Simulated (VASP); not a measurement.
Ba, 1 atom in the cell. The structure is cubic, space group Im-3m (No. 229). Conventional cell: a = 4.979 Å, b = 4.979 Å, c = 4.979 Å, α = 90.00°, β = 90.00°, γ = 90.00°. Ba (site symmetry m-3m) has 14 Ba at 4.31 to 4.98 Å within 5.7 Å. 

| Item | Value |
| --- | --- |
| Program | VASP 6.6.1 |
| Task | single point |
| Functional | r2SCAN |
| Potentials or basis | VASP PAW PBE potentials, release 64 (Ba_sv) |
| Cutoff | 520 eV |
| k mesh | 8 × 8 × 8 |
| Occupations | fermi-dirac, width 0.05 eV |
| Spin | no spin polarisation |
| Dipole correction | no |
| Further INCAR settings | ALGO = Normal; EDIFF = 1e-06; NBANDS = 11 |

Potentials or basis: VASP PAW PBE potentials, release 64 (Ba_sv).

Launch:

```bash
$ cat potpaw_PBE.64/Ba_sv/POTCAR > POTCAR
$ cp INCAR.step1 INCAR
$ mpirun -np 1 vasp_std > vasp.out
$ cp INCAR.step2 INCAR
$ mpirun -np 1 vasp_std > vasp.out
```

Hardware: 1 thread of AMD EPYC 7R13, on a shared host.

Problem. How long does it take, and how much memory?

Solution. Run time: 74 s on 1 thread of AMD EPYC 7R13, on a shared host, peak memory 0.16 GiB. Counts: k points 29.
